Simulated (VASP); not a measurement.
# C (P6_3/mmc) in VASP: notebook

C is run at these levels: PBE; tasks: single point.

Program: VASP 6.6.1. These are calculated values, not measurements. Logs are shortened: lines on timing, memory, paths and dates and some standing lists are left out, and cuts for length are marked.

**1. The cell of the first run**

The structure is hexagonal, space group P6_3/mmc (No. 194). Conventional cell: a = 2.521 Å, b = 2.521 Å, c = 11.808 Å, α = 90.00°, β = 90.00°, γ = 120.00°. C (site symmetry 3m) has 4 C at 1.49 to 1.54 Å within 2.0 Å. C (site symmetry 3m) has 4 C at 1.47 to 1.54 Å within 2.0 Å. C (site symmetry 3m) has 4 C at 1.47 to 1.54 Å within 2.0 Å.

**2. Single point, PBE**

INCAR reads:

```
ALGO = Normal
EDIFF = 1E-6
ENCUT = 520
GGA = PE
ISIF = 2
ISMEAR = 0
LASPH = True
LCHARG = False
LREAL = False
LWAVE = False
NBANDS = 36
NELM = 60
PREC = Accurate
SIGMA = 0.05
```

KPOINTS reads:

```
k-points
0
Gamma
  12 12 2
```

POSCAR reads:

```
C
1.0
    2.5205457478      0.0000000000      0.0000000000
   -1.2602728739      2.1828566490      0.0000000000
    0.0000000000      0.0000000000     11.8077000000
C
12
Direct
    0.0000000000      0.0000000000      0.1868593266
    0.0000000000      0.0000000000      0.6868593266
    0.0000000000      0.0000000000      0.3131406734
    0.0000000000      0.0000000000      0.8131406734
    0.3333333333      0.6666666667      0.5207665411
    0.6666666667      0.3333333333      0.0207665411
    0.3333333333      0.6666666667      0.9792334589
    0.6666666667      0.3333333333      0.4792334589
    0.3333333333      0.6666666667      0.6450950823
    0.6666666667      0.3333333333      0.1450950823
    0.3333333333      0.6666666667      0.8549049177
    0.6666666667      0.3333333333      0.3549049177
```

Potentials or basis: VASP PAW PBE potentials, release 64 (C).

Run with:

```console
cat potpaw_PBE.64/C/POTCAR > POTCAR
mpirun -np 1 vasp_std > vasp.out
```

OUTCAR:

```text
EDIFF = 1E-6
   ENCUT = 520
   GGA = PE
   ISIF = 2
   ISMEAR = 0
   LASPH = True
   LREAL = False
   NELM = 60
   PREC = Accurate

 ion  position               nearest neighbor table
   1  0.000  0.000  0.187-   3 1.49  10 1.54  10 1.54  10 1.54
   2  0.000  0.000  0.687-   4 1.49   9 1.54   9 1.54   9 1.54
   3  0.000  0.000  0.313-   1 1.49  12 1.54  12 1.54  12 1.54
   4  0.000  0.000  0.813-   2 1.49  11 1.54  11 1.54  11 1.54
   5  0.333  0.667  0.521-   9 1.47   8 1.54   8 1.54   8 1.54
   6  0.667  0.333  0.021-  10 1.47   7 1.54   7 1.54   7 1.54
   7  0.333  0.667  0.979-  11 1.47   6 1.54   6 1.54   6 1.54
   8  0.667  0.333  0.479-  12 1.47   5 1.54   5 1.54   5 1.54
   9  0.333  0.667  0.645-   5 1.47   2 1.54   2 1.54   2 1.54
  10  0.667  0.333  0.145-   6 1.47   1 1.54   1 1.54   1 1.54
  11  0.333  0.667  0.855-   7 1.47   4 1.54   4 1.54   4 1.54
  12  0.667  0.333  0.355-   8 1.47   3 1.54   3 1.54   3 1.54

  LATTYP: Found a hexagonal cell.
 ALAT       =     2.5205457478
 C/A-ratio  =     4.6845807144

  Lattice vectors:

 A1 = (   2.5205457478,   0.0000000000,   0.0000000000)
 A2 = (  -1.2602728739,   2.1828566490,   0.0000000000)
 A3 = (   0.0000000000,   0.0000000000,  11.8077000000)

Analysis of symmetry for initial positions (statically):
=====================================================================
 Subroutine PRICEL returns:
 Original cell was already a primitive cell.

 Routine SETGRP: Setting up the symmetry group for a
 hexagonal supercell.

 Subroutine GETGRP returns: Found 24 space group operations
 (whereof 12 operations were pure point group operations)
 out of a pool of 24 trial point group operations.

The static configuration has the point symmetry D_3d.
 The point group associated with its full space group is D_6h.

Analysis of symmetry for dynamics (positions and initial velocities):
=====================================================================
 Subroutine PRICEL returns:
 Original cell was already a primitive cell.

 Routine SETGRP: Setting up the symmetry group for a
 hexagonal supercell.

 Subroutine GETGRP returns: Found 24 space group operations
 (whereof 12 operations were pure point group operations)
 out of a pool of 24 trial point group operations.

The dynamic configuration has the point symmetry D_3d.
[... 129 lines left out ...]
   TEBEG  =    0.0;   TEEND  =   0.0 temperature during run
   PSTRESS=    0.0 pullay stress
   NELECT =      48.0000    total number of electrons
   NUPDOWN=      -1.0000    fix difference up-down
   EMIN   =  10.00;   EMAX   =-10.00  energy-range for DOS
   EFERMI =   0.00;   METHOD = LEGACY
   ISMEAR =     0;   SIGMA  =   0.05  broadening in eV -4-tet -1-fermi 0-gaus
   EFERMI_NEDOS =   21; number of points for ismear=-14 and -15
   IALGO  =     38    algorithm
   IMIX   =      4    mixing-type and parameters
     AMIX     =   0.40;   BMIX     =  1.00
     AMIX_MAG =   1.60;   BMIX_MAG =  1.00
  volume/ion in A,a.u.               =       5.41        36.53
  Fermi-wavevector in a.u.,A,eV,Ry     =   1.479995  2.796785 29.801994  2.190385
  Thomas-Fermi vector in A             =   2.594084
   LORBIT       =      0    0 simple, 1 ext, 2 COOP (PROOUT), +10 PAW based schemes
   GGA     = PE    functional components
   LHFCALC =     F    Hartree Fock is set to
   AEXX    =    0.0000 exact exchange contribution
   IVDW    =     0    specifies the selected vdW correction
   LEPSILON=     F    determine dielectric tensor
   LRPA    =     F    only Hartree local field effects (RPA)
 non-spin polarized calculation
 Gauss-broadening in eV      SIGMA  =   0.05
  energy-cutoff  :      520.00
  volume of cell :       64.97
 maximum number of plane-waves:      1772
 NGX is ok and might be reduce to    20
   NGX =  9   NGY =  9   NGZ = 43

 number of electron      48.0000002 magnetization

 Free energy of the ion-electron system (eV)
  ---------------------------------------------------
  ext. energy  EPLUGINS =         0.00000000
  ---------------------------------------------------
  free energy    TOTEN  =      -108.28437903 eV

  energy without entropy =     -108.28437903  energy(sigma->0) =     -108.28437903

 E-fermi :  10.7619     XC(G=0): -13.4814

 val. band max:       10.5454879220   @ k =   0.0000   0.0000   0.0000
 cond. band min:      14.5417849233   @ k =   0.5000  -0.0000   0.0000
 fundamental gap:      3.9962970014
 Fermi energy:        10.7618738915

 k-point     1 :       0.0000    0.0000    0.0000
  band No.  band energies     occupation
      1     -11.7181      2.00000
      2     -10.9046      2.00000
      3     -10.8444      2.00000
      4      -8.4115      2.00000
      5      -8.3524      2.00000
      6      -4.9541      2.00000
[... 925 lines left out ...]
     35      20.7917      0.00000
     36      20.7917      0.00000

 [... further k-points ...]

------------------------ aborting loop because EDIFF is reached ----------------------------------------

  FORCE on cell =-STRESS in cart. coord.  units (eV):
  Direction    XX          YY          ZZ          XY          YZ          ZX
  --------------------------------------------------------------------------------------
  -------------------------------------------------------------------------------------
  Total        1.3330501      1.3330501     30.2573141      0.0000000     -0.0000000      0.0000000
  in kB       32.8754679     32.8754679    746.2010317      0.0000000     -0.0000000      0.0000000
  external PRESSURE =     270.6506558 kB  Pullay stress =       0.0000000 kB

 VOLUME and BASIS-vectors are now :
 -----------------------------------------------------------------------------
  energy-cutoff  :      520.00
  volume of cell :       64.97
      direct lattice vectors                 reciprocal lattice vectors
     2.520545748  0.000000000  0.000000000     0.396739476  0.229057643  0.000000000
    -1.260272874  2.182856649  0.000000000     0.000000000  0.458115287  0.000000000
     0.000000000  0.000000000 11.807700000     0.000000000  0.000000000  0.084690499

 POSITION                                       TOTAL-FORCE (eV/Angst)
 -----------------------------------------------------------------------------------
      0.00000      0.00000      2.20638         0.000000     -0.000000     -0.443716
      0.00000      0.00000      8.11023         0.000000      0.000000     -0.443716
      0.00000      0.00000      3.69747         0.000000     -0.000000      0.443716
      0.00000      0.00000      9.60132        -0.000000      0.000000      0.443716
     -0.00000      1.45524      6.14906         0.000000     -0.000000     -0.526926
      1.26027      0.72762      0.24521        -0.000000      0.000000     -0.526926
     -0.00000      1.45524     11.56249         0.000000     -0.000000      0.526926
      1.26027      0.72762      5.65864        -0.000000      0.000000      0.526926
     -0.00000      1.45524      7.61709         0.000000      0.000000      0.356050
      1.26027      0.72762      1.71324        -0.000000     -0.000000      0.356050
     -0.00000      1.45524     10.09446         0.000000      0.000000     -0.356050
      1.26027      0.72762      4.19061        -0.000000     -0.000000     -0.356050
 -----------------------------------------------------------------------------------
    total drift:                               -0.000000      0.000000      0.000000

  FREE ENERGIE OF THE ION-ELECTRON SYSTEM (eV)
  ---------------------------------------------------
  free  energy   TOTEN  =      -108.2843790255 eV

  energy  without entropy=     -108.2843790255  energy(sigma->0) =     -108.28437903
```

OSZICAR:

```text
N       E                     dE             d eps       ncg     rms          rms(c)
DAV:   1     0.125738779953E+03    0.12574E+03   -0.25539E+04  2736   0.131E+03
DAV:   2    -0.103597735585E+03   -0.22934E+03   -0.21715E+03  3548   0.259E+02
DAV:   3    -0.112643520710E+03   -0.90458E+01   -0.89771E+01  3592   0.463E+01
DAV:   4    -0.112756591761E+03   -0.11307E+00   -0.11281E+00  3608   0.531E+00
DAV:   5    -0.112758810398E+03   -0.22186E-02   -0.22172E-02  3488   0.696E-01    0.145E+01
DAV:   6    -0.109398875425E+03    0.33599E+01   -0.22227E+00  3164   0.714E+00    0.865E+00
DAV:   7    -0.108280023391E+03    0.11189E+01   -0.27881E+00  3240   0.822E+00    0.190E+00
DAV:   8    -0.108284058594E+03   -0.40352E-02   -0.84298E-02  3464   0.140E+00    0.114E-01
DAV:   9    -0.108284257776E+03   -0.19918E-03   -0.14883E-03  3608   0.222E-01    0.461E-02
DAV:  10    -0.108284346129E+03   -0.88353E-04   -0.13323E-04  3384   0.645E-02    0.230E-02
DAV:  11    -0.108284375742E+03   -0.29613E-04   -0.20194E-05  3372   0.273E-02    0.563E-03
DAV:  12    -0.108284378947E+03   -0.32052E-05   -0.29240E-06  3064   0.103E-02    0.134E-03
DAV:  13    -0.108284379026E+03   -0.78190E-07   -0.18569E-07  2104   0.267E-03
   1 F= -.10828438E+03 E0= -.10828438E+03  d E =-.143893E-11
```

It took 78 s on 1 thread of Intel Xeon Platinum 8259CL at 2.50GHz (Skylake/Cascade Lake), shared host; peak memory 0.2 GiB.

Results:

```yaml
Free_energy: -108.2844 eV
Pressure: 27.1 GPa
Largest_force: 0.527 eV/Å
Band_gap_on_the_k_mesh: 4.00 eV (least direct gap 4.89 eV)
```

Forces on the atoms (eV/Å):
```
C    0.000  0.000 -0.444
C    0.000  0.000 -0.444
C    0.000  0.000  0.444
C    0.000  0.000  0.444
C    0.000  0.000 -0.527
C    0.000  0.000 -0.527
C    0.000  0.000  0.527
C    0.000  0.000  0.527
C    0.000  0.000  0.356
C    0.000  0.000  0.356
C    0.000  0.000 -0.356
C    0.000  0.000 -0.356
```

Levels at points of the mesh, in eV from the valence-band top:
```csv
k point,band 22,band 23,band 24,band 25,band 26,band 27
"(0.00, 0.00, 0.00)",-0.25,0.00,0.00,4.89,4.89,6.23
"(0.50, 0.00, 0.00)",-4.24,-3.75,-2.81,4.00,4.71,4.80
"(0.00, 0.00, 0.50)",-0.44,-0.44,-0.44,5.40,5.40,5.40
"(0.50, 0.00, 0.50)",-3.84,-3.26,-3.26,4.19,4.19,5.70
```

Caveat: the cell stands under pressure.

[end of part 1 of 2]
